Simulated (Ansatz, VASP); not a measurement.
**One calculation of NaF, two programs**

```
Na F
1.0
    -0.02550    2.29717    2.29717
     2.29717   -0.02550    2.29717
     2.27167    2.27167    0.00000
Na F
1 1
Direct
  0.00000 0.00000 0.00000
  0.50000 0.50000 0.50000
```

Change from the starting cell: shear_xy strain -2.2%.

Alike in both runs: task single point; functional r2SCAN; k mesh 10 × 10 × 10; no spin polarisation.

|  | VASP | Ansatz |
| --- | --- | --- |
| version | VASP 6.6.1 | Ansatz 0.2.0 |
| potentials or method | VASP PAW PBE potentials, release 64 (Na_pv, F) | plane waves, PAW |
| plane-wave cutoff (eV) | 520 | 500 |
| occupations | gaussian, width 0.01 eV | fixed |
| valence electrons in the cell | 14 | 16 |

Ansatz gave:

* gap on the k mesh at the Fermi level (eV): 7.25
* pressure (GPa): 0.0
* traceless stress, the component that is largest in VASP (GPa): 0.64

Problem. What did VASP give for the same quantities?

Solution. gap on the k mesh at the Fermi level (eV): 7.29; pressure (GPa): -0.7; traceless stress, the component that is largest in VASP (GPa): 0.62.

VASP's potentials were made for PBE, not for r2SCAN. VASP's potentials hold 14 valence electrons a cell and Ansatz's 16, so a difference there can come from the potentials and not from the codes.
